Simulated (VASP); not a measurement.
# PbSe (Fm-3m) in VASP: further runs

Aim: see how the results for PbSe move with the level of theory and the settings. Levels: PBE, r2SCAN. Tasks: single point.

All numbers are computed with VASP 6.6.1; they aren't measurements. Logs are shortened: lines on timing, memory, paths and dates and some standing lists are left out, and cuts for length are marked.

### Step 1. The cell of the first run

The structure is cubic, space group Fm-3m (No. 225). Conventional cell: a = 6.177 Å, b = 6.177 Å, c = 6.177 Å, α = 90.00°, β = 90.00°, γ = 90.00°. Pb (site symmetry m-3m) has 6 Se at 3.09 Å within 4.1 Å. Within 4.1 Å of Se (site symmetry m-3m) lie 6 Pb at 3.09 Å.

### Step 2. Single point, PBE

INCAR reads:

```
PREC     = Accurate       # precision mode
ENCUT    = 520            # plane-wave cutoff, eV
EDIFF    = 1E-6           # SCF threshold, eV
ISMEAR   = 0              # smearing method
SIGMA    = 0.01           # smearing width, eV
LREAL    = False          # projectors in reciprocal space
LASPH    = True           # aspherical terms in the spheres
NELM     = 100            # most SCF steps
ALGO     = Normal         # electronic algorithm
ISIF     = 2              # what is computed and relaxed
LWAVE    = False          # write WAVECAR
LCHARG   = False          # write CHGCAR
GGA      = PE             # functional
NBANDS   = 17             # bands
```

KPOINTS reads:

```
Automatic mesh
0
Gamma
  6 6 6
```

POSCAR reads:

```
PbSe
1.0
    0.0000000000      3.0887022195      3.0887022195
    3.0887022195      0.0000000000      3.0887022195
    3.0887022195      3.0887022195      0.0000000000
Pb Se
1 1
Direct
    0.0000000000      0.0000000000      0.0000000000
    0.5000000000      0.5000000000      0.5000000000
```

Potentials or basis: VASP PAW PBE potentials, release 64 (Pb_d, Se).

The run is started by

```bash
$ cat potpaw_PBE.64/Pb_d/POTCAR potpaw_PBE.64/Se/POTCAR > POTCAR
$ mpirun -np 1 vasp_std > vasp.out
```

OUTCAR:

```text
PREC = Accurate
   ENCUT = 520
   EDIFF = 1E-6
   ISMEAR = 0
   LREAL = False
   LASPH = True
   NELM = 100
   ISIF = 2
   GGA = PE

 ion  position               nearest neighbor table
   1  0.000  0.000  0.000-   2 3.09   2 3.09   2 3.09   2 3.09   2 3.09   2 3.09
   2  0.500  0.500  0.500-   1 3.09   1 3.09   1 3.09   1 3.09   1 3.09   1 3.09

  LATTYP: Found a face centered cubic cell.
 ALAT       =     6.1774044390

  Lattice vectors:

 A1 = (   0.0000000000,   3.0887022195,   3.0887022195)
 A2 = (   3.0887022195,   0.0000000000,   3.0887022195)
 A3 = (   3.0887022195,   3.0887022195,   0.0000000000)

Analysis of symmetry for initial positions (statically):
=====================================================================
 Subroutine PRICEL returns:
 Original cell was already a primitive cell.

 Routine SETGRP: Setting up the symmetry group for a
 face centered cubic supercell.

 Subroutine GETGRP returns: Found 48 space group operations
 (whereof 48 operations were pure point group operations)
 out of a pool of 48 trial point group operations.

The static configuration has the point symmetry O_h .

Analysis of symmetry for dynamics (positions and initial velocities):
=====================================================================
 Subroutine PRICEL returns:
 Original cell was already a primitive cell.

 Routine SETGRP: Setting up the symmetry group for a
 face centered cubic supercell.

 Subroutine GETGRP returns: Found 48 space group operations
 (whereof 48 operations were pure point group operations)
 out of a pool of 48 trial point group operations.

The dynamic configuration has the point symmetry O_h .

 Subroutine INISYM returns: Found 48 space group operations
 (whereof 48 operations are pure point group operations),
 and found     1 'primitive' translations

----------------------------------------------------------------------------------------

                                     Primitive cell

  volume of cell :      58.9329

  direct lattice vectors                    reciprocal lattice vectors
     0.000000000  3.088702220  3.088702220    -0.161880286  0.161880286  0.161880286
     3.088702220  0.000000000  3.088702220     0.161880286 -0.161880286  0.161880286
     3.088702220  3.088702220  0.000000000     0.161880286  0.161880286 -0.161880286

  length of vectors
     4.368084569  4.368084569  4.368084569     0.280384881  0.280384881  0.280384881

  position of ions in fractional coordinates (direct lattice)
     0.000000000  0.000000000  0.000000000
     0.500000000  0.500000000  0.500000000

  ion indices of the primitive-cell ions
   primitive index   ion index
                 1           1
                 2           2

----------------------------------------------------------------------------------------

 KPOINTS: Automatic mesh

Automatic generation of k-mesh.
 Grid dimensions read from file:
 generate k-points for:    6    6    6

 Generating k-lattice:

  Cartesian coordinates                     Fractional coordinates (reciprocal lattice)
    -0.026980048  0.026980048  0.026980048     0.166666667  0.000000000  0.000000000
     0.026980048 -0.026980048  0.026980048     0.000000000  0.166666667  0.000000000
     0.026980048  0.026980048 -0.026980048     0.000000000  0.000000000  0.166666667

  Length of vectors
     0.046730813  0.046730813  0.046730813

  Shift w.r.t. Gamma in fractional coordinates (k-lattice)
     0.000000000  0.000000000  0.000000000

 Subroutine IBZKPT returns following result:
 ===========================================

 Found     16 irreducible k-points:

 Following reciprocal coordinates:
            Coordinates               Weight
  0.000000  0.000000  0.000000      1.000000
  0.166667  0.000000  0.000000      8.000000
  0.333333  0.000000  0.000000      8.000000
  0.500000  0.000000  0.000000      4.000000
  0.166667  0.166667  0.000000      6.000000
  0.333333  0.166667  0.000000     24.000000
[... 8 lines left out ...]
 -0.333333  0.333333  0.166667     24.000000
 -0.333333  0.500000  0.166667     12.000000
   k-points           NKPTS =     16   k-points in BZ     NKDIM =     16   number of bands    NBANDS=     17
   number of dos      NEDOS =    301   number of ions     NIONS =      2
   total plane-waves  NPLWV =  32768
   dimension x,y,z NGX =    32 NGY =   32 NGZ =   32
   dimension x,y,z NGXF=    64 NGYF=   64 NGZF=   64
   ions per type =               1   1
   NGX,Y,Z   is equivalent  to a cutoff of  12.18, 12.18, 12.18 a.u.
   NGXF,Y,Z  is equivalent  to a cutoff of  24.36, 24.36, 24.36 a.u.
 SYSTEM =  unknown system
   PREC   = accura    normal or accurate (medium, high low for compatibility)
   ISTART =      0    job   : 0-new  1-cont  2-samecut
   ICHARG =      2    charge: 1-file 2-atom 10-const
   ISPIN  =      1    spin polarized calculation?
   LNONCOLLINEAR =      F non collinear calculations
   LSORBIT =      F    spin-orbit coupling
   LASPH  =      T    aspherical Exc in radial PAW
   ENCUT  =  520.0 eV  38.22 Ry    6.18 a.u.   8.12  8.12  8.12*2*pi/ulx,y,z
   NELM   =    100;   NELMIN=  2; NELMDL= -5     # of ELM steps
   EDIFF  = 0.1E-05   stopping-criterion for ELM
   LREAL  =      F    real-space projection
   EDIFFG = 0.1E-04   stopping-criterion for IOM
   NSW    =      0    number of steps for IOM
   IBRION =     -1    ionic relax: 0-MD 1-quasi-New 2-CG
   NFREE  =      0    steps in history (QN), initial steepest desc. (CG)
   ISIF   =      2    stress and relaxation
   ISYM   =      2    0-nonsym 1-usesym 2-fastsym
   POTIM  = 0.5000    time-step for ionic-motion
   TEBEG  =    0.0;   TEEND  =   0.0 temperature during run
   PSTRESS=    0.0 pullay stress
   NELECT =      20.0000    total number of electrons
   NUPDOWN=      -1.0000    fix difference up-down
   EMIN   =  10.00;   EMAX   =-10.00  energy-range for DOS
   EFERMI =   0.00;   METHOD = LEGACY
   ISMEAR =     0;   SIGMA  =   0.01  broadening in eV -4-tet -1-fermi 0-gaus
   EFERMI_NEDOS =   21; number of points for ismear=-14 and -15
   IALGO  =     38    algorithm
   IMIX   =      4    mixing-type and parameters
     AMIX     =   0.40;   BMIX     =  1.00
     AMIX_MAG =   1.60;   BMIX_MAG =  1.00
  volume/ion in A,a.u.               =      29.47       198.85
  Fermi-wavevector in a.u.,A,eV,Ry     =   1.141911  2.157898 17.741452  1.303960
  Thomas-Fermi vector in A             =   2.278610
   LORBIT       =      0    0 simple, 1 ext, 2 COOP (PROOUT), +10 PAW based schemes
   GGA     = PE    functional components
   LHFCALC =     F    Hartree Fock is set to
   AEXX    =    0.0000 exact exchange contribution
   IVDW    =     0    specifies the selected vdW correction
   LEPSILON=     F    determine dielectric tensor
   LRPA    =     F    only Hartree local field effects (RPA)
 non-spin polarized calculation
 Gauss-broadening in eV      SIGMA  =   0.01
  energy-cutoff  :      520.00
  volume of cell :       58.93
 maximum number of plane-waves:      1600
   NGX = 17   NGY = 17   NGZ = 17

 number of electron      19.9999993 magnetization

 Free energy of the ion-electron system (eV)
  ---------------------------------------------------
  ext. energy  EPLUGINS =         0.00000000
  ---------------------------------------------------
  free energy    TOTEN  =        -8.19776214 eV

  energy without entropy =       -8.19776214  energy(sigma->0) =       -8.19776214

 E-fermi :   4.7915     XC(G=0):  -9.4054

 val. band max:        4.7111481954   @ k =   0.5000   0.0000   0.0000
 cond. band min:       5.0917076666   @ k =   0.5000   0.0000   0.0000
 fundamental gap:      0.3805594711
 Fermi energy:         4.7915214332

 k-point     1 :       0.0000    0.0000    0.0000
  band No.  band energies     occupation
      1     -12.0598      2.00000
      2     -12.0598      2.00000
      3     -12.0598      2.00000
      4     -12.0546      2.00000
      5     -12.0546      2.00000
      6      -8.6341      2.00000
[... 9 lines left out ...]
     16      11.3085      0.00000
     17      12.9608      0.00000

 k-point     2 :       0.1667    0.0000    0.0000
  band No.  band energies     occupation
      1     -12.0612      2.00000
      2     -12.0612      2.00000
      3     -12.0588      2.00000
      4     -12.0511      2.00000
      5     -12.0511      2.00000
      6      -8.4373      2.00000
[... 9 lines left out ...]
     16      11.8726      0.00000
     17      14.5487      0.00000

 k-point     3 :       0.3333    0.0000    0.0000
  band No.  band energies     occupation
      1     -12.0716      2.00000
      2     -12.0716      2.00000
      3     -12.0573      2.00000
      4     -12.0367      2.00000
      5     -12.0367      2.00000
      6      -7.9530      2.00000
[... 9 lines left out ...]
     16      13.3036      0.00000
     17      16.4073      0.00000

 k-point     4 :       0.5000    0.0000    0.0000
  band No.  band energies     occupation
      1     -12.0768      2.00000
      2     -12.0768      2.00000
      3     -12.0566      2.00000
      4     -12.0293      2.00000
      5     -12.0293      2.00000
      6      -7.6325      2.00000
[... 9 lines left out ...]
     16      14.9035      0.00000
     17      14.9035      0.00000

 k-point     5 :       0.1667    0.1667    0.0000
  band No.  band energies     occupation
      1     -12.0713      2.00000
      2     -12.0638      2.00000
      3     -12.0503      2.00000
      4     -12.0502      2.00000
      5     -12.0502      2.00000
      6      -8.3679      2.00000
[... 9 lines left out ...]
     16      12.8695      0.00000
     17      13.5962      0.00000

 k-point     6 :       0.3333    0.1667    0.0000
  band No.  band energies     occupation
      1     -12.0896      2.00000
      2     -12.0626      2.00000
      3     -12.0569      2.00000
      4     -12.0415      2.00000
      5     -12.0345      2.00000
      6      -7.9696      2.00000
[... 9 lines left out ...]
     16      14.1862      0.00000
     17      15.5028      0.00000

 k-point     7 :       0.5000    0.1667    0.0000
  band No.  band energies     occupation
      1     -12.0959      2.00000
      2     -12.0663      2.00000
      3     -12.0546      2.00000
      4     -12.0372      2.00000
      5     -12.0278      2.00000
      6      -7.5578      2.00000
[... 9 lines left out ...]
     16      15.1348      0.00000
     17      15.4399      0.00000

 k-point     8 :      -0.3333    0.1667    0.0000
  band No.  band energies     occupation
      1     -12.0852      2.00000
      2     -12.0700      2.00000
      3     -12.0523      2.00000
      4     -12.0366      2.00000
      5     -12.0359      2.00000
      6      -7.6675      2.00000
[... 9 lines left out ...]
     16      14.3979      0.00000
     17      15.7275      0.00000

 k-point     9 :      -0.1667    0.1667    0.0000
  band No.  band energies     occupation
      1     -12.0680      2.00000
      2     -12.0660      2.00000
      3     -12.0573      2.00000
      4     -12.0491      2.00000
      5     -12.0404      2.00000
      6      -8.1366      2.00000
[... 9 lines left out ...]
     16      13.6182      0.00000
     17      14.2714      0.00000

 k-point    10 :       0.3333    0.3333    0.0000
  band No.  band energies     occupation
      1     -12.1272      2.00000
      2     -12.0718      2.00000
      3     -12.0418      2.00000
      4     -12.0302      2.00000
      5     -12.0302      2.00000
      6      -7.7089      2.00000
[... 9 lines left out ...]
     16      14.9708      0.00000
     17      15.8662      0.00000

 k-point    11 :       0.5000    0.3333    0.0000
  band No.  band energies     occupation
      1     -12.1410      2.00000
      2     -12.0680      2.00000
      3     -12.0460      2.00000
      4     -12.0273      2.00000
      5     -12.0235      2.00000
      6      -7.3934      2.00000
[... 9 lines left out ...]
     16      15.9165      0.00000
     17      16.5482      0.00000

 k-point    12 :      -0.3333    0.3333    0.0000
  band No.  band energies     occupation
      1     -12.1191      2.00000
      2     -12.0576      2.00000
      3     -12.0528      2.00000
      4     -12.0375      2.00000
      5     -12.0291      2.00000
      6      -7.3672      2.00000
[... 9 lines left out ...]
     16      14.1479      0.00000
     17      16.1844      0.00000

 k-point    13 :       0.5000    0.5000    0.0000
  band No.  band energies     occupation
      1     -12.1644      2.00000
      2     -12.0758      2.00000
      3     -12.0375      2.00000
      4     -12.0197      2.00000
      5     -12.0197      2.00000
      6      -7.3023      2.00000
[... 9 lines left out ...]
     16      16.1763      0.00000
     17      17.3448      0.00000

 k-point    14 :       0.5000    0.3333    0.1667
  band No.  band energies     occupation
      1     -12.1104      2.00000
      2     -12.0599      2.00000
      3     -12.0574      2.00000
      4     -12.0341      2.00000
      5     -12.0306      2.00000
      6      -7.5895      2.00000
[... 9 lines left out ...]
     16      14.9656      0.00000
     17      15.2617      0.00000

 k-point    15 :      -0.3333    0.3333    0.1667
  band No.  band energies     occupation
      1     -12.1182      2.00000
      2     -12.0605      2.00000
      3     -12.0476      2.00000
      4     -12.0450      2.00000
      5     -12.0247      2.00000
      6      -7.3670      2.00000
[... 9 lines left out ...]
     16      16.0949      0.00000
     17      16.1249      0.00000

 k-point    16 :      -0.3333    0.5000    0.1667
  band No.  band energies     occupation
      1     -12.1421      2.00000
      2     -12.0623      2.00000
      3     -12.0492      2.00000
      4     -12.0343      2.00000
      5     -12.0197      2.00000
      6      -7.2802      2.00000
[... 9 lines left out ...]
     16      16.2824      0.00000
     17      17.3627      0.00000

------------------------ aborting loop because EDIFF is reached ----------------------------------------

  FORCE on cell =-STRESS in cart. coord.  units (eV):
  Direction    XX          YY          ZZ          XY          YZ          ZX
  --------------------------------------------------------------------------------------
  -------------------------------------------------------------------------------------
  Total        0.3275971      0.3275971      0.3275971      0.0000000     -0.0000000     -0.0000000
  in kB        8.9062016      8.9062016      8.9062016      0.0000000     -0.0000000     -0.0000000
  external PRESSURE =       8.9062016 kB  Pullay stress =       0.0000000 kB

 VOLUME and BASIS-vectors are now :
 -----------------------------------------------------------------------------
  energy-cutoff  :      520.00
  volume of cell :       58.93
      direct lattice vectors                 reciprocal lattice vectors
     0.000000000  3.088702220  3.088702220    -0.161880286  0.161880286  0.161880286
     3.088702220  0.000000000  3.088702220     0.161880286 -0.161880286  0.161880286
     3.088702220  3.088702220  0.000000000     0.161880286  0.161880286 -0.161880286

 POSITION                                       TOTAL-FORCE (eV/Angst)
 -----------------------------------------------------------------------------------
      0.00000      0.00000      0.00000        -0.000000     -0.000000     -0.000000
      3.08870      3.08870      3.08870         0.000000      0.000000      0.000000
 -----------------------------------------------------------------------------------
    total drift:                                0.000000     -0.000000     -0.000000

  FREE ENERGIE OF THE ION-ELECTRON SYSTEM (eV)
  ---------------------------------------------------
  free  energy   TOTEN  =        -8.1977621424 eV

  energy  without entropy=       -8.1977621424  energy(sigma->0) =       -8.19776214
```

Run time: 12 s. Hardware: 1 thread of AMD EPYC 7R43 (Zen 3), shared host; peak memory 0.14 GiB.

What came out:

```
Free energy            : -8.1978 eV
Pressure               : 0.9 GPa
Band gap on the k mesh : 0.38 eV, direct
```

Levels at points of the mesh, in eV from the valence-band top:
| k point | band 8 | band 9 | band 10 | band 11 | band 12 | band 13 |
| --- | --- | --- | --- | --- | --- | --- |
| (0.00, 0.00, 0.00) | -1.73 | -1.73 | -1.73 | 4.67 | 4.67 | 4.67 |
| (0.50, 0.00, 0.00) | -1.35 | -1.35 | 0.00 | 0.38 | 1.78 | 1.78 |
| (0.50, 0.50, 0.00) | -4.74 | -3.04 | -3.04 | 3.83 | 5.53 | 5.53 |

Caveat: spin-orbit coupling is left out, which moves the levels of the heavy elements. A k mesh can miss the band edges.

(Part 1 of 2 ends here.)
